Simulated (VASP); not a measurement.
SiC20: single point with LDA

The system is SiC20, a wire with vacuum.

```xyz
21
Lattice="8.4678 0.0000 0.0000 -2.1170 8.6125 0.0000 0.0000 0.0000 20.2389" Properties=species:S:1:pos:R:3 pbc="T T T"
C    -1.4113    8.4391    4.0000
C     2.8226    8.4391    4.0000
C     1.4113    8.4391    4.0000
C     5.6452    8.4391    4.0000
C     0.7057    8.2656    5.2099
C     4.9396    8.2656    5.2099
C    -0.7057    8.2656    5.2099
C     3.5283    8.2656    5.2099
C    -1.4198    8.0917    6.4178
C     2.8141    8.0917    6.4178
C     1.4198    8.0917    6.4178
C     5.6537    8.0917    6.4178
C     0.6923    7.9168    7.6308
C     4.9262    7.9168    7.6308
C    -0.6923    7.9168    7.6308
C     3.5416    7.9168    7.6308
C    -1.4995    7.7570    8.7389
C     2.7344    7.7570    8.7389
C     1.4995    7.7570    8.7388
C     5.7334    7.7570    8.7388
Si   -2.0287   14.2164    8.6285
```

| Item | Value |
| --- | --- |
| Program | VASP 6.6.1 |
| Task | single point |
| Functional | LDA |
| Potentials or basis | VASP PAW LDA potentials, release 64 (C, Si) |
| Cutoff | 520 eV |
| k mesh | 4 × 3 × 1 |
| Occupations | gaussian, width 0.1 eV |
| Spin | no spin polarisation |

```yaml
Largest_force: 6.925 eV/Å
Band_gap_on_the_k_mesh: 0.13 eV (least direct gap 0.31 eV)
```

Forces in eV/Å, atoms in the order of the input:
```
C   -6.760 -0.229  1.016
C   -6.846 -0.091  1.037
C    6.743 -0.223  1.020
C    6.846 -0.087  1.043
C   -0.238  0.238 -1.092
C   -0.357  0.167 -1.116
C    0.249  0.229 -1.066
C    0.341  0.160 -1.114
C    0.023  0.096 -0.399
C   -0.111 -0.095 -0.236
C   -0.001  0.109 -0.422
C    0.101 -0.097 -0.189
C    0.032 -0.131 -1.048
C   -0.124  0.143  0.096
C   -0.064 -0.163 -0.881
C    0.088  0.127  0.102
C    2.019 -1.286  1.282
C    2.273 -0.088  0.253
C   -2.408 -1.632  1.435
C   -1.872 -0.116  0.280
Si   0.067  2.968 -0.002
```

Levels at points of the mesh, in eV from the valence-band top:
| k point | band 39 | band 40 | band 41 | band 42 | band 43 | band 44 | band 45 | band 46 |
| --- | --- | --- | --- | --- | --- | --- | --- | --- |
| (0.00, 0.00, 0.00) | -1.42 | -0.99 | -0.47 | -0.17 | 0.13 | 0.24 | 0.80 | 1.00 |
| (0.50, 0.00, 0.00) | -1.55 | -1.31 | -1.30 | 0.00 | 0.34 | 0.64 | 0.72 | 1.01 |

Run time: 46 min on 1 thread of Intel Xeon 8259CL, with other jobs on the host, peak memory 1 GiB.

Caveat: semilocal functionals underestimate gaps, and a narrow one can read as zero.
